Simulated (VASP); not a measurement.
# BaTiO3 (R3m) in VASP: single point with r2SCAN+U

Aim: the single point of BaTiO3 with r2SCAN+U.

All numbers are computed with VASP 6.6.1; they aren't measurements. Logs are shortened: lines on timing, memory, paths and dates and some standing lists are left out, and cuts for length are marked.

### 1 The cell of the first run

The structure is trigonal, space group R3m (No. 160). The conventional cell has a = 5.656 Å, b = 5.656 Å, c = 6.956 Å, α = 90.00°, β = 90.00°, γ = 120.00°. Within 3.7 Å of Ba (site symmetry 3m) lie 12 O at 2.77 to 2.90 Å and 8 Ti at 3.39 to 3.57 Å. Ti (site symmetry 3m) has 6 O at 1.88 to 2.14 Å within 2.5 Å. O (site symmetry m) has 2 Ti at 1.88 to 2.14 Å within 2.5 Å. O (site symmetry m) has 2 Ti at 1.88 to 2.14 Å within 2.5 Å.

### 2 Single point, r2SCAN+U

POSCAR reads:

```
BaTiO3
1.0
    8.0097416200      0.0000000000      0.0000000000
    0.0112535700      4.0048508000      0.0000000000
    0.0112535700      0.0112235600      4.0048408000
Ba Ti O
2 2 6
Direct
    0.0000000000      0.0000000000      0.0000000000
    0.5000000000      0.0000000000      0.0000000000
    0.2436000000      0.4872000000      0.4872000000
    0.7436000000      0.4872000000      0.4872000000
    0.2554500000      0.5109000000      0.0193000000
    0.7554500000      0.5109000000      0.0193000000
    0.0096500000      0.5109000000      0.5109000000
    0.5096500000      0.5109000000      0.5109000000
    0.2554500000      0.0193000000      0.5109000000
    0.7554500000      0.0193000000      0.5109000000
```

INCAR.step1 reads:

```
SYSTEM = BaTiO3
PREC     = Accurate       ! precision mode
ENCUT    = 520            ! plane-wave cutoff, eV
ISMEAR   = -1             ! smearing method
SIGMA    = 0.1            ! smearing width, eV
LREAL    = .False.        ! projectors in reciprocal space
LASPH    = .True.         ! aspherical terms in the spheres
NELM     = 150            ! most SCF steps
LMAXMIX  = 4              ! l up to which the mixer works
LDAU     = .True.         ! DFT+U
LDAUTYPE = 2            
LDAUL    = -1 2 -1        ! shell
LDAUU    = 0 2.45 0       ! U, eV
LDAUJ    = 0 0 0        
NBANDS   = 51             ! bands
GGA      = PE             ! functional
ALGO     = Normal         ! electronic algorithm
EDIFF    = 1E-4           ! SCF threshold, eV
LWAVE    = .True.         ! write WAVECAR
LCHARG   = .False.        ! write CHGCAR
```

INCAR.step2 reads:

```
SYSTEM = BaTiO3
PREC     = Accurate       ! precision mode
ENCUT    = 520            ! plane-wave cutoff, eV
EDIFF    = 1E-6           ! SCF threshold, eV
ISMEAR   = -1             ! smearing method
SIGMA    = 0.1            ! smearing width, eV
LREAL    = .False.        ! projectors in reciprocal space
LASPH    = .True.         ! aspherical terms in the spheres
NELM     = 150            ! most SCF steps
ALGO     = Normal         ! electronic algorithm
ISIF     = 2              ! what is computed and relaxed
LWAVE    = .False.        ! write WAVECAR
LCHARG   = .True.         ! write CHGCAR
LMAXMIX  = 4              ! l up to which the mixer works
LDAU     = .True.         ! DFT+U
LDAUTYPE = 2            
LDAUL    = -1 2 -1        ! shell
LDAUU    = 0 2.45 0       ! U, eV
LDAUJ    = 0 0 0        
LDAUPRINT= 1            
METAGGA  = R2SCAN         ! meta-GGA
LMIXTAU  = .True.       
LELF     = .True.         ! ELF
LVHAR    = .True.       
NBANDS   = 51             ! bands
ISTART   = 1
```

KPOINTS reads:

```
Automatic mesh
0
Gamma
  3 6 6
  0 0 0
```

Potentials or basis: VASP PAW PBE potentials, release 64 (Ba_sv, Ti_sv, O).

The run is started by

```sh
$ cat potpaw_PBE.64/Ba_sv/POTCAR potpaw_PBE.64/Ti_sv/POTCAR potpaw_PBE.64/O/POTCAR > POTCAR
$ cp INCAR.step1 INCAR
$ mpirun -np 1 vasp_std > vasp.out
$ cp INCAR.step2 INCAR
$ mpirun -np 1 vasp_std > vasp.out
```

OUTCAR:

```text
SYSTEM = BaTiO3
   PREC = Accurate
   ENCUT = 520
   EDIFF = 1E-6
   ISMEAR = -1
   LREAL = .False.
   LASPH = .True.
   NELM = 150
   ISIF = 2
   METAGGA = R2SCAN
   ISTART = 1

 ion  position               nearest neighbor table
   1  0.000  0.000  0.000-   6 2.77   7 2.77  10 2.77   7 2.83   6 2.83   5 2.83   7 2.83   9 2.83
                            10 2.83   5 2.90   7 2.90   9 2.90   3 3.39   3 3.44   3 3.44   4 3.44
   2  0.500  0.000  0.000-   5 2.77   8 2.77   9 2.77   8 2.83   5 2.83   6 2.83   8 2.83  10 2.83
                             9 2.83   6 2.90   8 2.90  10 2.90   4 3.39   4 3.44   4 3.44   3 3.44
   3  0.244  0.487  0.487-   9 1.88   7 1.88   5 1.88   9 2.14   8 2.14   5 2.14   1 3.39   1 3.44
                             1 3.44   2 3.44   2 3.50   2 3.50   1 3.50   2 3.57
   4  0.744  0.487  0.487-  10 1.88   8 1.88   6 1.88  10 2.14   7 2.14   6 2.14   2 3.39   2 3.44
                             2 3.44   1 3.44   1 3.50   1 3.50   2 3.50   1 3.57
   5  0.255  0.511  0.019-   3 1.88   3 2.14   2 2.77   2 2.83   1 2.83   1 2.90
   6  0.755  0.511  0.019-   4 1.88   4 2.14   1 2.77   1 2.83   2 2.83   2 2.90
   7  0.010  0.511  0.511-   3 1.88   4 2.14   1 2.77   1 2.83   1 2.83   1 2.90
   8  0.510  0.511  0.511-   4 1.88   3 2.14   2 2.77   2 2.83   2 2.83   2 2.90
   9  0.255  0.019  0.511-   3 1.88   3 2.14   2 2.77   1 2.83   2 2.83   1 2.90
  10  0.755  0.019  0.511-   4 1.88   4 2.14   1 2.77   2 2.83   1 2.83   2 2.90

  LATTYP: Found a base centered monoclinic cell.
 ALAT       =     5.6716937214
 B/A-ratio  =     0.9971935768
 C/A-ratio  =     1.4122309866
 COS(beta)  =    -0.0039683278

  Lattice vectors:

 A1 = (  -0.0112535700,  -4.0048508000,   0.0000000000)
 A2 = (  -0.0112535700,  -0.0112235600,  -4.0048408000)
 A3 = (   8.0097416200,   0.0000000000,   0.0000000000)

Analysis of symmetry for initial positions (statically):
=====================================================================
 Subroutine PRICEL returns following result:

  LATTYP: Found a trigonal (rhomboedric) cell.
 ALAT       =     4.0048723381
 COS(alpha) =     0.0028099697

  Lattice vectors:

 A1 = (   4.0048708100,   0.0000000000,   0.0000000000)
 A2 = (   0.0112535700,   4.0048508000,   0.0000000000)
[... 256 lines left out ...]

  o =  0.1105  v = -0.5796 -0.5746  0.0028 -0.5779 -0.0017  0.0000  0.0000  0.0000  0.0000  0.0000      0.0000  0.0000  0.0000  0.0000  0.0000  0.0000  0.0000  0.0000  0.0000  0.0000
  o =  0.1105  v =  0.0000  0.0000  0.0000  0.0000  0.0000 -0.5796 -0.5746  0.0028 -0.5779 -0.0017      0.0000  0.0000  0.0000  0.0000  0.0000  0.0000  0.0000  0.0000  0.0000  0.0000
  o =  0.1117  v =  0.7271 -0.0470 -0.0495 -0.6827 -0.0246  0.0000  0.0000  0.0000  0.0000  0.0000      0.0000  0.0000  0.0000  0.0000  0.0000  0.0000  0.0000  0.0000  0.0000  0.0000
  o =  0.1117  v =  0.0000  0.0000  0.0000  0.0000  0.0000  0.7271 -0.0470 -0.0495 -0.6827 -0.0246      0.0000  0.0000  0.0000  0.0000  0.0000  0.0000  0.0000  0.0000  0.0000  0.0000
  o =  0.1117  v =  0.0000  0.0000  0.0000  0.0000  0.0000  0.3650 -0.8158 -0.0249  0.4447  0.0540      0.0000  0.0000  0.0000  0.0000  0.0000  0.0000  0.0000  0.0000  0.0000  0.0000
  o =  0.1117  v =  0.3650 -0.8158 -0.0249  0.4447  0.0540  0.0000  0.0000  0.0000  0.0000  0.0000      0.0000  0.0000  0.0000  0.0000  0.0000  0.0000  0.0000  0.0000  0.0000  0.0000
  o =  0.2476  v =  0.0247 -0.0470  0.4743  0.0269 -0.8784  0.0000  0.0000  0.0000  0.0000  0.0000      0.0000  0.0000  0.0000  0.0000  0.0000  0.0000  0.0000  0.0000  0.0000  0.0000
  o =  0.2476  v =  0.0000  0.0000  0.0000  0.0000  0.0000  0.0247 -0.0470  0.4743  0.0269 -0.8784      0.0000  0.0000  0.0000  0.0000  0.0000  0.0000  0.0000  0.0000  0.0000  0.0000
  o =  0.2476  v =  0.0000  0.0000  0.0000  0.0000  0.0000 -0.0398 -0.0015 -0.8786  0.0385 -0.4743      0.0000  0.0000  0.0000  0.0000  0.0000  0.0000  0.0000  0.0000  0.0000  0.0000
  o =  0.2476  v = -0.0398 -0.0015 -0.8786  0.0385 -0.4743  0.0000  0.0000  0.0000  0.0000  0.0000      0.0000  0.0000  0.0000  0.0000  0.0000  0.0000  0.0000  0.0000  0.0000  0.0000

 number of electron      80.0000008 magnetization

 Free energy of the ion-electron system (eV)
  ---------------------------------------------------
  ext. energy  EPLUGINS =         0.00000000
  ---------------------------------------------------
  free energy    TOTEN  =      -145.15387581 eV

  energy without entropy =     -145.15387558  energy(sigma->0) =     -145.15387570

 E-fermi :   5.0809     XC(G=0): -11.8953

 val. band max:        3.5405892828   @ k =   0.0000   0.5000   0.5000
 cond. band min:       6.5670746051   @ k =   0.0000   0.0000   0.0000
 fundamental gap:      3.0264853223
 Fermi energy:         5.0809006824

 k-point     1 :       0.0000    0.0000    0.0000
  band No.  band energies     occupation
      1     -55.6283      2.00000
      2     -55.6272      2.00000
      3     -30.8490      2.00000
      4     -30.7965      2.00000
      5     -30.7947      2.00000
      6     -30.7947      2.00000
[... 1285 lines left out ...]
     50      10.2736      0.00000
     51      10.5241      0.00000

 [... further k-points ...]
[... 5 lines left out ...]
  --------------------------------------------------------------------------------------
  -------------------------------------------------------------------------------------
  Total        4.6124638      4.6142456      4.6150509     -0.1421920     -0.1413214     -0.1417901
  in kB       57.5245795     57.5468012     57.5568446     -1.7733550     -1.7624974     -1.7683421
  external PRESSURE =      57.5427418 kB  Pullay stress =       0.0000000 kB

 VOLUME and BASIS-vectors are now :
 -----------------------------------------------------------------------------
  energy-cutoff  :      520.00
  volume of cell :      128.47
      direct lattice vectors                 reciprocal lattice vectors
     8.009741620  0.000000000  0.000000000     0.124847972 -0.000350821 -0.000349839
     0.011253570  4.004850800  0.000000000     0.000000000  0.249697192 -0.000699776
     0.011253570  0.011223560  4.004840800     0.000000000  0.000000000  0.249697816

 POSITION                                       TOTAL-FORCE (eV/Angst)
 -----------------------------------------------------------------------------------
      0.00000      0.00000      0.00000        -0.005382     -0.005391     -0.005376
      4.00487      0.00000      0.00000        -0.005382     -0.005391     -0.005376
      1.96214      1.95663      1.95116         0.474114      0.472687      0.471365
      5.96701      1.95663      1.95116         0.474114      0.472687      0.471365
      2.05206      2.04629      0.07729        -0.003865     -0.003904     -0.460830
      6.05693      2.04629      0.07729        -0.003865     -0.003904     -0.460830
      0.08879      2.05181      2.04607        -0.461003     -0.002554     -0.002547
      4.09366      2.05181      2.04607        -0.461003     -0.002554     -0.002547
      2.05206      0.08303      2.04607        -0.003865     -0.460838     -0.002613
      6.05693      0.08303      2.04607        -0.003865     -0.460838     -0.002613
 -----------------------------------------------------------------------------------
    total drift:                                0.007618      0.007667      0.007855

  FREE ENERGIE OF THE ION-ELECTRON SYSTEM (eV)
  ---------------------------------------------------
  free  energy   TOTEN  =      -145.1538758132 eV

  energy  without entropy=     -145.1538755812  energy(sigma->0) =     -145.15387570
```

OUTCAR.step1:

```text
SYSTEM = BaTiO3
   PREC = Accurate
   ENCUT = 520
   ISMEAR = -1
   LREAL = .False.
   LASPH = .True.
[... 1589 lines left out ...]
      4.09366      2.05181      2.04607        -0.462926      0.024375      0.024307
      2.05206      0.08303      2.04607         0.022984     -0.463040      0.024377
      6.05693      0.08303      2.04607         0.022984     -0.463040      0.024377
 -----------------------------------------------------------------------------------
    total drift:                                0.005063      0.004019      0.004208

  FREE ENERGIE OF THE ION-ELECTRON SYSTEM (eV)
  ---------------------------------------------------
  free  energy   TOTEN  =       -76.5128607668 eV

  energy  without entropy=      -76.5128590233  energy(sigma->0) =      -76.51285990
```

It took 14 min on 1 thread of Intel Xeon 8259CL, shared host; peak memory 0.37 GiB.

What came out:

| Item | Value |
| --- | --- |
| Free energy | -145.1539 eV |
| Pressure | 5.8 GPa |
| Largest force | 0.819 eV/Å |
| Band gap on the k mesh | 3.03 eV |

Forces on the atoms (eV/Å):
```
Ba  -0.005 -0.005 -0.005
Ba  -0.005 -0.005 -0.005
Ti   0.474  0.473  0.471
Ti   0.474  0.473  0.471
O   -0.004 -0.004 -0.461
O   -0.004 -0.004 -0.461
O   -0.461 -0.003 -0.003
O   -0.461 -0.003 -0.003
O   -0.004 -0.461 -0.003
O   -0.004 -0.461 -0.003
```

Stress tensor (GPa, compression positive):
```
 5.75 -0.18 -0.18
-0.18  5.75 -0.18
-0.18 -0.18  5.76
```

Eigenvalues of the final occupation matrices:
```
    site  spin  trace               eigenvalues
site 3 d     1   0.83  0.11 0.11 0.11 0.25 0.25
site 3 d     2   0.83  0.11 0.11 0.11 0.25 0.25
site 4 d     1   0.83  0.11 0.11 0.11 0.25 0.25
site 4 d     2   0.83  0.11 0.11 0.11 0.25 0.25
```

Caveat: the cell stands under pressure; the PAW data sets were made with another functional, which shifts forces and pressure a little; spin-orbit coupling is left out, which moves the levels of the heavy elements.
